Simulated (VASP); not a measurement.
Here is a VASP 6.6.1 calculation.

INCAR

```
ALGO = Normal ; EDIFF = 1E-7
EDIFFG = -0.025 ; ENCUT = 500
GGA = PE ; GGA_COMPAT = False
IBRION = 2 ; ISIF = 3
ISMEAR = 0 ; LASPH = True
LCHARG = False ; LREAL = False
LWAVE = False ; NELM = 120
NELMIN = 4 ; NSW = 80
PREC = Accurate ; SIGMA = 0.2
```

The input KPOINTS:

```
k-points
0
Gamma
  4 4 4
```

Contents of POSCAR:

```
SiMo3
1.0
    4.9001854257     -0.0260236984     -0.0129500292
   -0.0260236984      4.9013223206     -0.0497565138
   -0.0129500292     -0.0497565138      4.8602196057
Si Mo
2 6
Direct
    0.5528554506      0.5054570319      0.5236687796
    0.9841727766      0.0184395274     -0.0095122323
   -0.0088815424      0.4947212845      0.7634801298
    0.9813208555      0.5101575828      0.2341570200
    0.4794702224      0.2652709470     -0.0034271377
    0.4764436584      0.7507638008      0.0258341640
    0.2683146414     -0.0099150560      0.4853663978
    0.7663039374      0.9651048816      0.4804328787
```

Potentials or basis: VASP PAW PBE potentials, release 64 (Si, Mo_sv).

The run is started by

```sh
$ cat potpaw_PBE.64/Si/POTCAR potpaw_PBE.64/Mo_sv/POTCAR > POTCAR
$ mpirun -np 1 vasp_std > vasp.out
```

**Question.** Predict the band gap on the k mesh.

**Answer.** Zero (bands 46 and 47 overlap by 2.40 eV).

**Question.** Estimate the space group after relaxing (to 0.1 Å).

**Answer.** Pm-3n (No. 223).

**Question.** Predict the relaxed volume.

**Answer.** 14.85 Å³/atom.

**Question.** Predict the relaxed cell.

**Answer.** a = 4.915 Å, b = 4.917 Å, c = 4.916 Å, α = 90.00°, β = 90.01°, γ = 90.01°.

The path:
```
step  energy change (eV)  largest force (eV/Å)  pressure (GPa)  volume (Å³)
   1              0.0000                3.4843           10.39       116.71
   2             -0.1336                0.7521          -21.69       133.40
   3             -0.7774                1.7088           -9.23       124.76
   4             -1.2626                1.0564            4.42       117.01
   5             -1.2868                0.8906            1.53       118.30
   6             -1.4056                0.4551           -0.36       118.97
   7             -1.4153                0.3936           -0.92       119.22
   8             -1.4397                0.2772            1.51       118.02
   9             -1.4397                0.2739            1.61       117.98
  10             -1.4456                0.1475           -1.48       119.44
  11             -1.4496                0.1743           -0.30       118.87
  12             -1.4526                0.0707            0.06       118.69
  13             -1.4528                0.0575            0.17       118.63
  14             -1.4531                0.0182           -0.26       118.84
  15             -1.4531                0.0239           -0.15       118.78
```
